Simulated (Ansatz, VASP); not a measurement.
S: VASP beside Ansatz

```
S
1.0
     5.63717   -0.00125    0.05678
    -0.00125    5.65392   -0.01306
     0.02950   -0.00678    2.91655
S
4
Direct
  0.87166 0.85467 0.47908
  0.10236 0.16108 0.57337
  0.36959 0.58948 0.98132
  0.65639 0.39477 0.96624
```

Change from the starting cell: all atoms moved at random, cell strained at random.

Alike in both runs: task single point; functional PBE; k mesh 8 × 8 × 12; occupations gaussian, width 0.1 eV; no spin polarisation.

|  | VASP | Ansatz |
| --- | --- | --- |
| version | VASP 6.6.1 | Ansatz 0.2.0 |
| potentials or method | VASP PAW PBE potentials, release 64 (S), cutoff 520 eV | scalar-relativistic, plane waves, PAW |
| valence electrons in the cell | 24 | 24 |

|  | VASP | Ansatz | Ansatz less VASP |
| --- | --- | --- | --- |
| gap on the k mesh at the Fermi level (eV) | none | none | - |
| pressure (GPa) | -4.7 | -4.3 | +0.34 |
| traceless stress, the component that is largest in VASP (GPa) | -2.46 | -2.63 | -0.174 |
| rms of the force components (eV/Å) | 1.190 | 1.131 | -0.0593 |

Atom by atom the forces differ by 0.081 eV/Å (rms over components). A gap of «none» marks a metal or a gap that the smearing closes. With one functional, cell and mesh, what is left measures potentials, basis and numerics.
